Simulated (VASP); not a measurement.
A run of VASP 6.6.1 is set up as follows.

INCAR

```
  PREC = Accurate
  ENCUT = 520
  EDIFF = 1E-6
  ISMEAR = 0
  SIGMA = 0.1
  LREAL = F
  LASPH = T
  NELM = 80
  ALGO = Normal
  ISIF = 2
  LWAVE = F
  LCHARG = F
  NBANDS = 12
```

File KPOINTS:

```
Automatic mesh
0
Gamma
  10 10 10
```

POSCAR

```
Nb
1.0
   -1.8318799637      1.6058820277      1.7423188838
    1.8530694916     -1.5758647425      1.7334911266
    1.7080603661      1.4520451449     -1.7123015986
Nb
1
Direct
    0.0000000000      0.0000000000      0.0000000000
```

Potentials or basis: VASP PAW LDA potentials, release 64 (Nb_sv).

Launch:

```sh
$ cat potpaw_LDA.64/Nb_sv/POTCAR > POTCAR
$ mpirun -np 1 vasp_std > vasp.out
```

(1) Predict the band gap on the k mesh.

(2) What does it give for the pressure?

Answers

(1) zero (an odd number of electrons rules out a gap without spin polarisation).

(2) -14.3 GPa.

Caveat: the cell stands under tension.
